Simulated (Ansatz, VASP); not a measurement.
HfO2 in VASP and in Ansatz

The input INCAR:

```
PREC     = Accurate       # precision mode
ENCUT    = 520            # plane-wave cutoff, eV
EDIFF    = 1E-6           # SCF threshold, eV
ISMEAR   = -1             # smearing method
SIGMA    = 0.02           # smearing width, eV
LREAL    = False          # projectors in reciprocal space
LASPH    = True           # aspherical terms in the spheres
NELM     = 80             # most SCF steps
ALGO     = Normal         # electronic algorithm
ISIF     = 2              # what is computed and relaxed
LWAVE    = False          # write WAVECAR
LCHARG   = False          # write CHGCAR
GGA      = PE             # functional
NBANDS   = 18             # bands
```

Contents of KPOINTS:

```
Automatic mesh
0
Gamma
  8 8 8
```

The input POSCAR:

```
HfO2
1.0
    0.0000000000      2.4995908849      2.4995908849
    2.4995908849      0.0000000000      2.4995908849
    2.4995908849      2.4995908849      0.0000000000
Hf O
1 2
Direct
    0.0000000000      0.0000000000      0.0000000000
    0.2500000000      0.2500000000      0.2500000000
    0.7500000000      0.7500000000      0.7500000000
```

Input for Ansatz:

```yaml
crystal:
  lattice:
    - [0.0, 2.4995908849, 2.4995908849]
    - [2.4995908849, 0.0, 2.4995908849]
    - [2.4995908849, 2.4995908849, 0.0]
  atoms:
    - { symbol: Hf, position: [0.0, 0.0, 0.0] }
    - { symbol: O, position: [0.25, 0.25, 0.25] }
    - { symbol: O, position: [0.75, 0.75, 0.75] }
kpoints:
  mp_grid: { grid: [8, 8, 8] }
  band_path:
    path:
      - [0.0, 0.0, 0.0]
      - [0.5, 0.0, 0.5]
      - [0.625, 0.25, 0.625]
      - [0.375, 0.375, 0.75]
      - [0.5, 0.5, 0.5]
      - [0.5, 0.25, 0.75]
      - [0.0, 0.5, 0.5]
    npoints: 1
hamiltonian:
  xc: pbe
scf:
  occupations: { method: fermi_dirac, width: 0.02 }
  n_extra_bands: 4
output:
  forces: true
  stress: true
  eigenvalues: true
  write_density: true
  write_potential: true
  elf: true
  volumetric_format: npy
```

Change from the starting cell: hydrostatic strain -1.2%.

Alike in both runs: task single point; functional PBE; k mesh 8 × 8 × 8; occupations fermi-dirac, width 0.02 eV; no spin polarisation.

|  | VASP | Ansatz |
| --- | --- | --- |
| version | VASP 6.6.1 | Ansatz 0.2.0 |
| potentials or method | VASP PAW PBE potentials, release 64 (Hf_pv, O) | plane waves, PAW |
| plane-wave cutoff (eV) | 520 | 420 |
| valence electrons in the cell | 22 | 38 |

|  | VASP | Ansatz | Ansatz less VASP |
| --- | --- | --- | --- |
| gap on the k mesh at the Fermi level (eV) | 3.92 | 3.89 | -0.029 |
| pressure (GPa) | 12.1 | 16.3 | +4.17 |

VASP's potentials hold 22 valence electrons a cell and Ansatz's 38, so a difference there can come from the potentials and not from the codes.

Spin-orbit coupling is off throughout.
